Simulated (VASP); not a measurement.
Wanted: the native input for a VASP 6.6.1 run.

```
Task                   : relaxation of cell and atoms
Functional             : PBE
Potentials or basis    : VASP PAW PBE potentials, release 64 (Be, Se)
Cutoff                 : 600 eV
k mesh                 : 3 × 3 × 3
Occupations            : gaussian, width 0.2 eV
Spin                   : no spin polarisation
Dipole correction      : no
Further INCAR settings : ALGO = Normal; EDIFF = 1e-07; IBRION = 2; EDIFFG = -0.08; NSW = 36; ISIF = 3
```

The structure of Be4Se3 lies in POSCAR:

```
Be4Se3
1.0
    4.9857160200      0.0000000000      0.0000000000
    0.0000000000      4.9857160200      0.0000000000
    0.0000000000      0.0000000000      4.9857160200
Be Se
4 3
Direct
    0.5000000000      0.0000000000      0.0000000000
    0.0000000000      0.5000000000      0.0000000000
    0.0000000000      0.0000000000      0.5000000000
    0.0000000000      0.0000000000      0.0000000000
    0.0000000000      0.5000000000      0.5000000000
    0.5000000000      0.0000000000      0.5000000000
    0.5000000000      0.5000000000      0.0000000000
```

The cell was built from a structure type or drawn by symmetry, and may not be a known phase.

The input as run:

INCAR

```
SYSTEM = Be4Se3
PREC     = Accurate       ! precision mode
ENCUT    = 600            ! plane-wave cutoff, eV
EDIFF    = 1E-7           ! SCF threshold, eV
ISMEAR   = 0              ! smearing method
SIGMA    = 0.2            ! smearing width, eV
LREAL    = .False.        ! projectors in reciprocal space
LASPH    = .True.         ! aspherical terms in the spheres
NELM     = 100            ! most SCF steps
ALGO     = Normal         ! electronic algorithm
ISIF     = 3              ! what is computed and relaxed
LWAVE    = .False.        ! write WAVECAR
LCHARG   = .False.        ! write CHGCAR
GGA      = PE             ! functional
IBRION   = 2              ! ionic algorithm
NSW      = 36             ! ionic steps
EDIFFG   = -0.08          ! ionic threshold
```

KPOINTS

```
Automatic mesh
0
Gamma
  3 3 3
  0 0 0
```

Potentials or basis: VASP PAW PBE potentials, release 64 (Be, Se).

Run with:

```bash
$ cat potpaw_PBE.64/Be/POTCAR potpaw_PBE.64/Se/POTCAR > POTCAR
$ mpirun -np 1 vasp_std > vasp.out
```

Results of the run:

| Quantity | Value |
| --- | --- |
| Relaxed volume | 14.86 Å³/atom |
| Relaxed cell | a = 4.703 Å, b = 4.703 Å, c = 4.703 Å, α = 90.00°, β = 90.00°, γ = 90.00° |
| Space group after relaxing (to 0.1 Å) | Pm-3m (No. 221) |
| Energy gained by relaxing | 94.7 meV/atom |
| Ionic steps | 3 |
| Pressure after relaxing | -0.1 GPa |
| Band gap on the k mesh | zero (bands 13 and 14 overlap by 0.48 eV) |

Caveat: the k points lie up to 0.45 Å⁻¹ apart in the final cell; the volume moved by over 15 % at a fixed basis, so the end points are rough; semilocal functionals underestimate gaps, so a narrow gap can read as zero.

Run time: 72 s on 1 thread of Intel Xeon 8259CL, with other jobs on the host, peak memory 0.24 GiB.
